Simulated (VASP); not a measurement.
# SnSe2 (P-3m1) in VASP: a series of runs, part 2 of 2

VASP 6.6.1. Earlier steps stand in the parts before.

**5. Single point, PBE (volume scaled by 1.03, then relaxed in part)**

INCAR

```
  ALGO = Normal
  EDIFF = 1E-6
  ENCUT = 520
  GGA = PE
  ISIF = 2
  ISMEAR = 0
  LASPH = T
  LCHARG = T
  LELF = T
  LREAL = F
  LVHAR = T
  LWAVE = F
  NBANDS = 20
  NELM = 100
  PREC = Accurate
  SIGMA = 0.02
```

KPOINTS

```
k-points
0
Gamma
  12 12 4
```

POSCAR

```
SnSe2
1.0
    3.8726282198      0.0000000000      0.0000000000
   -1.9363141099      3.3537944178      0.0000000000
    0.0000000000      0.0000000000      7.1942974281
Sn Se
1 2
Direct
    0.0000000000      0.0000000000      0.0000000000
    0.3333333333      0.6666666667      0.2216699383
    0.6666666667      0.3333333333      0.7783300617
```

Potentials or basis: VASP PAW PBE potentials, release 64 (Sn_d, Se).

Started as:

```bash
> cat potpaw_PBE.64/Sn_d/POTCAR potpaw_PBE.64/Se/POTCAR > POTCAR
> mpirun -np 1 vasp_std > vasp.out
```

OUTCAR:

```text
EDIFF = 1E-6
   ENCUT = 520
   GGA = PE
   ISIF = 2
   ISMEAR = 0
   LASPH = T
   LREAL = F
   NELM = 100
   PREC = Accurate

 ion  position               nearest neighbor table
   1  0.000  0.000  0.000-   2 2.75   3 2.75   3 2.75   2 2.75   3 2.75   2 2.75
   2  0.333  0.667  0.222-   1 2.75   1 2.75   1 2.75
   3  0.667  0.333  0.778-   1 2.75   1 2.75   1 2.75

  LATTYP: Found a hexagonal cell.
 ALAT       =     3.8726282198
 C/A-ratio  =     1.8577299497

  Lattice vectors:

 A1 = (   3.8726282198,   0.0000000000,   0.0000000000)
 A2 = (  -1.9363141099,   3.3537944178,   0.0000000000)
 A3 = (   0.0000000000,   0.0000000000,   7.1942974281)

Analysis of symmetry for initial positions (statically):
=====================================================================
 Subroutine PRICEL returns:
 Original cell was already a primitive cell.

 Routine SETGRP: Setting up the symmetry group for a
 hexagonal supercell.

 Subroutine GETGRP returns: Found 12 space group operations
[... 156 lines left out ...]
   NGX = 15   NGY = 15   NGZ = 27

 number of electron      26.0000002 magnetization

 Free energy of the ion-electron system (eV)
  ---------------------------------------------------
  ext. energy  EPLUGINS =         0.00000000
  ---------------------------------------------------
  free energy    TOTEN  =       -11.87422796 eV

  energy without entropy =      -11.87422796  energy(sigma->0) =      -11.87422796

 E-fermi :   2.3987     XC(G=0):  -8.4160

 val. band max:        2.2853961504   @ k =   0.1667  -0.0000   0.0000
 cond. band min:       2.9971522342   @ k =   0.5000  -0.0000   0.5000
 fundamental gap:      0.7117560838
 Fermi energy:         2.3986992078

 k-point     1 :       0.0000    0.0000    0.0000
  band No.  band energies     occupation
      1     -18.8249      2.00000
      2     -18.8249      2.00000
      3     -18.7925      2.00000
      4     -18.7834      2.00000
      5     -18.7834      2.00000
      6     -11.0478      2.00000
[... 541 lines left out ...]
     19      10.2622      0.00000
     20      10.7764      0.00000

 [... further k-points ...]
[... 5 lines left out ...]
  --------------------------------------------------------------------------------------
  -------------------------------------------------------------------------------------
  Total       -0.0131783     -0.0131783     -0.0005198     -0.0000000      0.0000000      0.0000000
  in kB       -0.2259646     -0.2259646     -0.0089122     -0.0000000      0.0000000      0.0000000
  external PRESSURE =      -0.1536138 kB  Pullay stress =       0.0000000 kB

 VOLUME and BASIS-vectors are now :
 -----------------------------------------------------------------------------
  energy-cutoff  :      520.00
  volume of cell :       93.44
      direct lattice vectors                 reciprocal lattice vectors
     3.872628220  0.000000000  0.000000000     0.258222567  0.149084869  0.000000000
    -1.936314110  3.353794418  0.000000000     0.000000000  0.298169737  0.000000000
     0.000000000  0.000000000  7.194297428     0.000000000  0.000000000  0.138998979

 POSITION                                       TOTAL-FORCE (eV/Angst)
 -----------------------------------------------------------------------------------
      0.00000      0.00000      0.00000         0.000000     -0.000000     -0.000000
     -0.00000      2.23586      1.59476         0.000000     -0.000000      0.010345
      1.93631      1.11793      5.59954        -0.000000      0.000000     -0.010345
 -----------------------------------------------------------------------------------
    total drift:                                0.000000     -0.000000      0.000000

  FREE ENERGIE OF THE ION-ELECTRON SYSTEM (eV)
  ---------------------------------------------------
  free  energy   TOTEN  =       -11.8742279613 eV

  energy  without entropy=      -11.8742279613  energy(sigma->0) =      -11.87422796
```

stdout:

```text
POSCAR found type information on POSCAR SnSe
 POSCAR found :  2 types and       3 ions
 scaLAPACK will be used
 LDA part: xc-table for (Slater+PW92), standard interpolation
 POSCAR, INCAR and KPOINTS ok, starting setup
 FFT: planning ... GRIDC
 FFT: planning ... GRID_SOFT
 FFT: planning ... GRID
 WAVECAR not read
 entering main loop
```

Wall time 44 s (1 thread of Intel Xeon 6975P-C (Granite Rapids), shared host); peak memory 0.29 GiB.

What came out:

* Free energy: -11.8742 eV
* Pressure: 0.0 GPa
* Largest force: 0.010 eV/Å
* Band gap on the k mesh: 0.71 eV, indirect (least direct gap 1.07 eV)

Forces in eV/Å, atoms in the order of the input:
```
Sn   0.000  0.000  0.000
Se   0.000  0.000  0.010
Se   0.000  0.000 -0.010
```

Caveat: spin-orbit coupling is left out, which moves the levels of the heavy elements; this functional lacks dispersion, which binds the layers, so the pressure and a relaxed spacing across them are unreliable. A k mesh can miss the band edges.

**6. The runs side by side**

| cell | gap on the mesh (eV) | pressure (GPa) | largest force (eV/Å) |
| --- | --- | --- | --- |
| a = 3.863, b = 3.863, c = 6.600 Å, angles 90.0, 90.0, 120.0°, 3 atoms | 0.68 | 0.5 | 0.01 |
| a = 3.866, b = 3.866, c = 6.799 Å, angles 90.0, 90.0, 120.0°, 3 atoms | 0.68 | 0.2 | - |
| a = 3.872, b = 3.872, c = 6.988 Å, angles 90.0, 90.0, 120.0°, 3 atoms | 0.70 | 0.1 | 0.02 |
| a = 3.873, b = 3.873, c = 7.194 Å, angles 90.0, 90.0, 120.0°, 3 atoms | 0.71 | 0.0 | 0.01 |

Alike in all rows: task single point; level PBE; potentials or basis VASP PAW PBE potentials, release 64 (Sn_d, Se); no spin polarisation; k mesh 12 × 12 × 4; cutoff (eV) 520; smearing gaussian 0.02 eV.

Caveats: spin-orbit coupling is left out, which moves the levels of the heavy elements; this functional lacks dispersion, which binds the layers, so the pressure and a relaxed spacing across them are unreliable.

Absolute energies hang on the potentials; compare differences alone.
